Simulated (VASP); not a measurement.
SiO2:

```
CELL_PARAMETERS angstrom
4.35260 0.00000 0.00000
0.00000 4.35260 0.00000
0.00000 0.00000 2.77559
ATOMIC_POSITIONS crystal
Si 0.00000 0.00000 0.00000
Si 0.50000 0.50000 0.50000
O 0.31091 0.31091 0.00000
O 0.18909 0.81091 0.50000
O 0.81091 0.18909 0.50000
O 0.68909 0.68909 0.00000
```

This cell differs from its parent crystal: strain +4.0%.

Base run:

```yaml
Program: VASP 6.6.1
Functional: r2SCAN
Potentials_or_basis: VASP PAW PBE potentials, release 64 (Si, O)
Cutoff: 520 eV
k_mesh: 6 × 6 × 10
Occupations: gaussian, width 0.01 eV
Spin: no spin polarisation
```

Its results: band gap on the k mesh 4.62 eV; pressure -28.5 GPa; largest force 0.021 eV/Å.

**Question.** The run is repeated on the same cell with these changes: functional from r2SCAN to PBE; occupations from gaussian, width 0.01 eV to fermi-dirac, width 0.02 eV. What comes out?

**Answer.** Band gap on the k mesh 3.75 eV; pressure -19.4 GPa; largest force 0.111 eV/Å.

Caveats: the cell stands under tension; the PAW data sets were made with another functional, which shifts forces and pressure a little (at least some runs).

A k mesh can miss the band edges.
